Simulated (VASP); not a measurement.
# SnS (Pnma) in VASP: single point with r2SCAN

Aim: the single point of SnS with r2SCAN.

All numbers are computed with VASP 6.6.1; they aren't measurements. Logs are shortened: lines on timing, memory, paths and dates and some standing lists are left out, and cuts for length are marked.

**What was measured.**

From “Linear dichroism of the optical properties of SnS and SnSe van der Waals crystals”, 2024, arxiv:2409.17412, for a bulk crystal of SnS at 300 K: band gap 1.09 eV (indirect).

The results are compared with them further down.

### 1 The cell of the first run

It takes space group Pnma (No. 62, orthorhombic). The conventional cell has a = 11.229 Å, b = 3.997 Å, c = 4.349 Å, α = 90.00°, β = 90.00°, γ = 90.00°. Sn (site symmetry m) has 6 S at 2.64 to 3.40 Å and 2 Sn at 3.47 Å within 3.5 Å. S (site symmetry m) has 6 Sn at 2.64 to 3.40 Å within 3.5 Å.

### 2 Single point, r2SCAN

POSCAR reads:

```
SnS
1.0
    3.9974765900      0.0000000000      0.0000000000
    0.0000000000      4.3490134800      0.0000000000
    0.0000000000      0.0000000000     11.2290925300
Sn S
4 4
Direct
    0.2500000000      0.1150000000      0.1180000000
    0.2500000000      0.3850000000      0.6180000000
    0.7500000000      0.8850000000      0.8820000000
    0.7500000000      0.6150000000      0.3820000000
    0.7500000000      0.5220000000      0.1500000000
    0.7500000000      0.9780000000      0.6500000000
    0.2500000000      0.4780000000      0.8500000000
    0.2500000000      0.0220000000      0.3500000000
```

INCAR.step1 reads:

```
SYSTEM = SnS
PREC     = Accurate       ! precision mode
ENCUT    = 550            ! plane-wave cutoff, eV
ISMEAR   = 1              ! smearing method
SIGMA    = 0.1246         ! smearing width, eV
LREAL    = .FALSE.        ! projectors in reciprocal space
LASPH    = .TRUE.         ! aspherical terms in the spheres
NELM     = 120            ! most SCF steps
NBANDS   = 50             ! bands
GGA      = PE             ! functional
ALGO     = Normal         ! electronic algorithm
EDIFF    = 1E-5           ! SCF threshold, eV
LWAVE    = .TRUE.         ! write WAVECAR
LCHARG   = .FALSE.        ! write CHGCAR
GGA_COMPAT= .FALSE.
```

INCAR.step2 reads:

```
SYSTEM = SnS
PREC     = Accurate       ! precision mode
ENCUT    = 550            ! plane-wave cutoff, eV
EDIFF    = 1E-6           ! SCF threshold, eV
ISMEAR   = 1              ! smearing method
SIGMA    = 0.1246         ! smearing width, eV
LREAL    = .FALSE.        ! projectors in reciprocal space
LASPH    = .TRUE.         ! aspherical terms in the spheres
NELM     = 120            ! most SCF steps
ALGO     = Normal         ! electronic algorithm
ISIF     = 2              ! what is computed and relaxed
LWAVE    = .FALSE.        ! write WAVECAR
LCHARG   = .FALSE.        ! write CHGCAR
METAGGA  = R2SCAN         ! meta-GGA
LMIXTAU  = .TRUE.       
NBANDS   = 50             ! bands
ISTART   = 1            
GGA_COMPAT= .FALSE.
```

KPOINTS reads:

```
regular mesh
0
G
  7 6 3
  0 0 0
```

Potentials or basis: VASP PAW PBE potentials, release 64 (Sn_d, S).

Started as:

```sh
$ cat potpaw_PBE.64/Sn_d/POTCAR potpaw_PBE.64/S/POTCAR > POTCAR
$ cp INCAR.step1 INCAR
$ mpirun -np 1 vasp_std > vasp.out
$ cp INCAR.step2 INCAR
$ mpirun -np 1 vasp_std > vasp.out
```

OUTCAR:

```text
SYSTEM = SnS
   PREC = Accurate
   ENCUT = 550
   EDIFF = 1E-6
   ISMEAR = 1
   LREAL = .FALSE.
   LASPH = .TRUE.
   NELM = 120
   ISIF = 2
   METAGGA = R2SCAN
   ISTART = 1

 ion  position               nearest neighbor table
   1  0.250  0.115  0.118-   8 2.64   5 2.69   5 2.69   3 3.47   3 3.47
   2  0.250  0.385  0.618-   7 2.64   6 2.69   6 2.69   4 3.47   4 3.47
   3  0.750  0.885  0.882-   6 2.64   7 2.69   7 2.69   1 3.47   1 3.47
   4  0.750  0.615  0.382-   5 2.64   8 2.69   8 2.69   2 3.47   2 3.47
   5  0.750  0.522  0.150-   4 2.64   1 2.69   1 2.69
   6  0.750  0.978  0.650-   3 2.64   2 2.69   2 2.69
   7  0.250  0.478  0.850-   2 2.64   3 2.69   3 2.69
   8  0.250  0.022  0.350-   1 2.64   4 2.69   4 2.69

  LATTYP: Found a simple orthorhombic cell.
 ALAT       =     3.9974765900
 B/A-ratio  =     1.0879396995
 C/A-ratio  =     2.8090452257

  Lattice vectors:

 A1 = (   3.9974765900,   0.0000000000,   0.0000000000)
 A2 = (   0.0000000000,   4.3490134800,   0.0000000000)
 A3 = (   0.0000000000,   0.0000000000,  11.2290925300)

Analysis of symmetry for initial positions (statically):
=====================================================================
 Subroutine PRICEL returns:
 Original cell was already a primitive cell.

 Routine SETGRP: Setting up the symmetry group for a
 simple orthorhombic supercell.

 Subroutine GETGRP returns: Found  8 space group operations
 (whereof  2 operations were pure point group operations)
 out of a pool of  8 trial point group operations.

The static configuration has the point symmetry S_2 .
 The point group associated with its full space group is D_2h.

Analysis of symmetry for dynamics (positions and initial velocities):
=====================================================================
 Subroutine PRICEL returns:
 Original cell was already a primitive cell.

 Routine SETGRP: Setting up the symmetry group for a
 simple orthorhombic supercell.

 Subroutine GETGRP returns: Found  8 space group operations
 (whereof  2 operations were pure point group operations)
 out of a pool of  8 trial point group operations.

The dynamic configuration has the point symmetry S_2 .
 The point group associated with its full space group is D_2h.

 Subroutine INISYM returns: Found  8 space group operations
 (whereof  2 operations are pure point group operations),
 and found     1 'primitive' translations

----------------------------------------------------------------------------------------

                                     Primitive cell

  volume of cell :     195.2187

  direct lattice vectors                    reciprocal lattice vectors
     3.997476590  0.000000000  0.000000000     0.250157813  0.000000000  0.000000000
     0.000000000  4.349013480  0.000000000     0.000000000  0.229937204  0.000000000
     0.000000000  0.000000000 11.229092530     0.000000000  0.000000000  0.089054391

  length of vectors
     3.997476590  4.349013480 11.229092530     0.250157813  0.229937204  0.089054391

  position of ions in fractional coordinates (direct lattice)
     0.250000000  0.115000000  0.118000000
     0.250000000  0.385000000  0.618000000
     0.750000000  0.885000000  0.882000000
     0.750000000  0.615000000  0.382000000
     0.750000000  0.522000000  0.150000000
     0.750000000  0.978000000  0.650000000
     0.250000000  0.478000000  0.850000000
     0.250000000  0.022000000  0.350000000

  ion indices of the primitive-cell ions
   primitive index   ion index
                 1           1
                 2           2
                 3           3
                 4           4
                 5           5
                 6           6
                 7           7
                 8           8

----------------------------------------------------------------------------------------

 KPOINTS: regular mesh

Automatic generation of k-mesh.
 Grid dimensions read from file:
 generate k-points for:    7    6    3

 Generating k-lattice:

  Cartesian coordinates                     Fractional coordinates (reciprocal lattice)
     0.035736830  0.000000000  0.000000000     0.142857143  0.000000000  0.000000000
     0.000000000  0.038322867  0.000000000     0.000000000  0.166666667  0.000000000
     0.000000000  0.000000000  0.029684797     0.000000000  0.000000000  0.333333333

  Length of vectors
     0.035736830  0.038322867  0.029684797

  Shift w.r.t. Gamma in fractional coordinates (k-lattice)
     0.000000000  0.000000000  0.000000000

 Subroutine IBZKPT returns following result:
 ===========================================

 Found     32 irreducible k-points:

 Following reciprocal coordinates:
            Coordinates               Weight
  0.000000  0.000000  0.000000      1.000000
  0.142857  0.000000  0.000000      2.000000
  0.285714  0.000000  0.000000      2.000000
  0.428571  0.000000  0.000000      2.000000
  0.000000  0.166667  0.000000      2.000000
  0.142857  0.166667  0.000000      4.000000
[... 16 lines left out ...]
  0.285714  0.166667  0.333333      8.000000
  0.428571  0.166667  0.333333      8.000000
 [... further k-points ...]
   k-points           NKPTS =     32   k-points in BZ     NKDIM =     32   number of bands    NBANDS=     50
   number of dos      NEDOS =    301   number of ions     NIONS =      8
   total plane-waves  NPLWV = 103680
   dimension x,y,z NGX =    32 NGY =   36 NGZ =   90
   dimension x,y,z NGXF=    64 NGYF=   72 NGZF=  180
   ions per type =               4   4
   NGX,Y,Z   is equivalent  to a cutoff of  13.31, 13.76, 13.32 a.u.
   NGXF,Y,Z  is equivalent  to a cutoff of  26.62, 27.52, 26.65 a.u.
 SYSTEM =  SnS
   PREC   = accura    normal or accurate (medium, high low for compatibility)
   ISTART =      1    job   : 0-new  1-cont  2-samecut
   ICHARG =      0    charge: 1-file 2-atom 10-const
   ISPIN  =      1    spin polarized calculation?
   LNONCOLLINEAR =      F non collinear calculations
   LSORBIT =      F    spin-orbit coupling
   LASPH  =      T    aspherical Exc in radial PAW
   ENCUT  =  550.0 eV  40.42 Ry    6.36 a.u.   7.64  8.32 21.47*2*pi/ulx,y,z
   NELM   =    120;   NELMIN=  2; NELMDL=  0     # of ELM steps
   EDIFF  = 0.1E-05   stopping-criterion for ELM
   LREAL  =      F    real-space projection
[... 7 lines left out ...]
   TEBEG  =    0.0;   TEEND  =   0.0 temperature during run
   PSTRESS=    0.0 pullay stress
   NELECT =      80.0000    total number of electrons
   NUPDOWN=      -1.0000    fix difference up-down
   EMIN   =  10.00;   EMAX   =-10.00  energy-range for DOS
   EFERMI =   0.00;   METHOD = LEGACY
   ISMEAR =     1;   SIGMA  =   0.12  broadening in eV -4-tet -1-fermi 0-gaus
   EFERMI_NEDOS =   21; number of points for ismear=-14 and -15
   IALGO  =     38    algorithm
   IMIX   =      4    mixing-type and parameters
     AMIX     =   0.40;   BMIX     =  1.00
     AMIX_MAG =   1.60;   BMIX_MAG =  1.00
  volume/ion in A,a.u.               =      24.40       164.68
  Fermi-wavevector in a.u.,A,eV,Ry     =   1.215993  2.297893 20.118102  1.478639
  Thomas-Fermi vector in A             =   2.351362
   LORBIT       =      0    0 simple, 1 ext, 2 COOP (PROOUT), +10 PAW based schemes
   METAGGA = R2SCAN    functional components
   LHFCALC =     F    Hartree Fock is set to
   AEXX    =    0.0000 exact exchange contribution
   IVDW    =     0    specifies the selected vdW correction
   LEPSILON=     F    determine dielectric tensor
   LRPA    =     F    only Hartree local field effects (RPA)
 non-spin polarized calculation
 Methfessel and Paxton  Order N= 1 SIGMA  =   0.12
  energy-cutoff  :      550.00
  volume of cell :      195.22
 maximum number of plane-waves:      5749
 NGX is ok and might be reduce to    32
   NGX = 15   NGY = 17   NGZ = 43

 number of electron      80.0000010 magnetization

 Free energy of the ion-electron system (eV)
  ---------------------------------------------------
  ext. energy  EPLUGINS =         0.00000000
  ---------------------------------------------------
  free energy    TOTEN  =      -134.81524181 eV

  energy without entropy =     -134.81578041  energy(sigma->0) =     -134.81542134

 E-fermi :   6.0900     XC(G=0): -10.4119

 val. band max:        5.9976484900   @ k =   0.0000   0.5000   0.3333
 cond. band min:       7.0714155169   @ k =   0.2857   0.0000   0.0000
 fundamental gap:      1.0737670269
 Fermi energy:         6.0900195088

 k-point     1 :       0.0000    0.0000    0.0000
  band No.  band energies     occupation
      1     -16.0033      2.00000
      2     -15.9836      2.00000
      3     -15.9808      2.00000
      4     -15.9724      2.00000
      5     -15.9715      2.00000
      6     -15.9663      2.00000
[... 42 lines left out ...]
     49      11.3242      0.00000
     50      11.5797      0.00000

 k-point     2 :       0.1429    0.0000    0.0000
  band No.  band energies     occupation
      1     -15.9967      2.00000
      2     -15.9812      2.00000
      3     -15.9748      2.00000
      4     -15.9744      2.00000
      5     -15.9693      2.00000
      6     -15.9692      2.00000
[... 42 lines left out ...]
     49      10.7433      0.00000
     50      11.8601      0.00000

 k-point     3 :       0.2857    0.0000    0.0000
  band No.  band energies     occupation
      1     -15.9847      2.00000
      2     -15.9836      2.00000
      3     -15.9804      2.00000
      4     -15.9790      2.00000
      5     -15.9677      2.00000
      6     -15.9638      2.00000
[... 42 lines left out ...]
     49      10.8161      0.00000
     50      11.1023      0.00000

 k-point     4 :       0.4286    0.0000    0.0000
  band No.  band energies     occupation
      1     -15.9894      2.00000
      2     -15.9874      2.00000
      3     -15.9844      2.00000
      4     -15.9832      2.00000
      5     -15.9607      2.00000
      6     -15.9571      2.00000
[... 999 lines left out ...]
 k-point    23 :       0.2857    0.1667    0.3333
  band No.  band energies     occupation
      1     -15.9889      2.00000
      2     -15.9860      2.00000
      3     -15.9821      2.00000
      4     -15.9802      2.00000
      5     -15.9680      2.00000
      6     -15.9649      2.00000
[... 42 lines left out ...]
     49      10.4804      0.00000
     50      10.9319      0.00000

 k-point    24 :       0.4286    0.1667    0.3333
  band No.  band energies     occupation
      1     -15.9927      2.00000
      2     -15.9906      2.00000
      3     -15.9891      2.00000
      4     -15.9874      2.00000
      5     -15.9595      2.00000
      6     -15.9568      2.00000
[... 42 lines left out ...]
     49      10.2442      0.00000
     50      10.7109      0.00000

 [... further k-points ...]

------------------------ aborting loop because EDIFF is reached ----------------------------------------

  FORCE on cell =-STRESS in cart. coord.  units (eV):
  Direction    XX          YY          ZZ          XY          YZ          ZX
  --------------------------------------------------------------------------------------
  -------------------------------------------------------------------------------------
  Total       -0.1529012     -0.1363999      0.4606120      0.0000000      0.0000000      0.0000000
  in kB       -1.2548744     -1.1194465      3.7802848      0.0000000      0.0000000      0.0000000
  external PRESSURE =       0.4686547 kB  Pullay stress =       0.0000000 kB

 VOLUME and BASIS-vectors are now :
 -----------------------------------------------------------------------------
  energy-cutoff  :      550.00
  volume of cell :      195.22
      direct lattice vectors                 reciprocal lattice vectors
     3.997476590  0.000000000  0.000000000     0.250157813  0.000000000  0.000000000
     0.000000000  4.349013480  0.000000000     0.000000000  0.229937204  0.000000000
     0.000000000  0.000000000 11.229092530     0.000000000  0.000000000  0.089054391

 POSITION                                       TOTAL-FORCE (eV/Angst)
 -----------------------------------------------------------------------------------
      0.99937      0.50014      1.32503         0.000000      0.203154      0.196905
      0.99937      1.67437      6.93958         0.000000     -0.203154      0.196905
      2.99811      3.84888      9.90406        -0.000000     -0.203154     -0.196905
      2.99811      2.67464      4.28951        -0.000000      0.203154     -0.196905
      2.99811      2.27019      1.68436         0.000000     -0.212717      0.032452
      2.99811      4.25334      7.29891        -0.000000      0.212717      0.032452
      0.99937      2.07883      9.54473         0.000000      0.212717     -0.032452
      0.99937      0.09568      3.93018         0.000000     -0.212717     -0.032452
 -----------------------------------------------------------------------------------
    total drift:                                0.000000      0.000000      0.000000

  FREE ENERGIE OF THE ION-ELECTRON SYSTEM (eV)
  ---------------------------------------------------
  free  energy   TOTEN  =      -134.8152418061 eV

  energy  without entropy=     -134.8157804077  energy(sigma->0) =     -134.81542134
```

Run time: 8.2 min. Hardware: 1 thread of Intel Xeon 6975P-C (Granite Rapids), shared host; peak memory 0.5 GiB.

Results:

* Free energy: -134.8152 eV
* Pressure: 0.0 GPa
* Largest force: 0.283 eV/Å
* Band gap on the k mesh: 1.07 eV (least direct gap 1.23 eV)

Forces on the atoms (eV/Å):
```
Sn   0.000  0.203  0.197
Sn   0.000 -0.203  0.197
Sn   0.000 -0.203 -0.197
Sn   0.000  0.203 -0.197
S    0.000 -0.213  0.032
S    0.000  0.213  0.032
S    0.000  0.213 -0.032
S    0.000 -0.213 -0.032
```

Caveat: the PAW data sets were made with another functional, which shifts forces and pressure a little; spin-orbit coupling is left out, which moves the levels of the heavy elements.

### 3 How close it comes

Step 2. Against the measured gap of SnS, 1.09 eV (indirect; 300 K; “Linear dichroism of the optical properties of SnS and SnSe van der Waals crystals”, 2024, arxiv:2409.17412), the calculated 1.07 eV is off by -0.02 eV. 2 values of this kind are on record (1.09 to 1.16 eV); this one was drawn at random. Spin-orbit coupling on Sn is left out. The value is that of r2SCAN on a finite k mesh, which can miss the band edges, without temperature or zero-point motion.
